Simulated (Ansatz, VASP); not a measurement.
## SiC: VASP beside Ansatz

The input POSCAR:

```
SiC
1.0
    0.0523067572      2.1650175377      2.1650175377
    2.1650175377      0.0523067572      2.1650175377
    2.1650175377      2.1650175377      0.0523067572
Si C
1 1
Direct
    0.0012468765      0.0012468765      0.0012468765
    0.2487531235      0.2487531235      0.2487531235
```

Contents of INCAR.step1:

```
SYSTEM = SiC
PREC = Accurate ; ENCUT = 520
EDIFF = 1E-5 ; ISMEAR = 0
SIGMA = 0.01 ; LREAL = .False.
LASPH = .True. ; NELM = 100
ALGO = Normal ; ISIF = 2
LWAVE = .True. ; LCHARG = .False.
NBANDS = 11 ; GGA = PE
```

File INCAR.step2:

```
SYSTEM = SiC
PREC = Accurate ; ENCUT = 520
EDIFF = 1E-7 ; ISMEAR = 0
SIGMA = 0.01 ; LREAL = .False.
LASPH = .True. ; NELM = 100
ALGO = Normal ; ISIF = 2
LWAVE = .False. ; LCHARG = .False.
GGA = PE ; LHFCALC = .True.
HFSCREEN = 0.2079 ; PRECFOCK = Normal
NBANDS = 11 ; ISTART = 1
```

File KPOINTS:

```
Automatic mesh
0
Gamma
  8 8 8
  0 0 0
```

Input for Ansatz:

```yaml
crystal:
  lattice:
    - [0.0523067572, 2.1650175377, 2.1650175377]
    - [2.1650175377, 0.0523067572, 2.1650175377]
    - [2.1650175377, 2.1650175377, 0.0523067572]
  atoms:
    - { symbol: Si, position: [0.0012468765, 0.0012468765, 0.0012468765] }
    - { symbol: C, position: [0.2487531235, 0.2487531235, 0.2487531235] }
kpoints:
  mp_grid: { grid: [8, 8, 8] }
  band_path:
    path:
      - [0.0, 0.0, 0.0]
      - [-0.5, -0.5, 0.0]
      - [-0.375, -0.375, 0.25]
      - [-0.375, 0.0, 0.375]
      - [0.0, 0.0, 0.5]
      - [-0.5, -0.25, 0.25]
      - [-0.005208, -0.002604, -0.002604]
      - [0.0, 0.5, 0.5]
    npoints: 1
hamiltonian:
  xc: hse06
scf:
  occupations: { method: fixed }
  n_extra_bands: 4
output:
  forces: true
  stress: true
  eigenvalues: true
```

Change from the starting cell: epitaxial_111 strain -3.0%.

Alike in both runs: task single point; functional HSE06; k mesh 8 × 8 × 8; no spin polarisation.

|  | VASP | Ansatz |
| --- | --- | --- |
| version | VASP 6.6.1 | Ansatz 0.2.0 |
| potentials or method | VASP PAW PBE potentials, release 64 (Si, C) | plane waves, PAW |
| plane-wave cutoff (eV) | 520 | 420 |
| occupations | gaussian, width 0.01 eV | fixed |
| valence electrons in the cell | 8 | 8 |

|  | VASP | Ansatz | Ansatz less VASP |
| --- | --- | --- | --- |
| gap on the k mesh at the Fermi level (eV) | 2.02 | 2.02 | -0.002 |
| pressure (GPa) | 12.5 | 12.9 | +0.47 |
| traceless stress, the component that is largest in VASP (GPa) | -7.01 | -6.98 | +0.032 |
| rms of the force components (eV/Å) | 0.007 | 0.009 | +0.0024 |

Atom by atom the forces differ by 0.002 eV/Å (rms over components). Ansatz's warnings: stress exchange threshold loose, stress scf threshold loose.
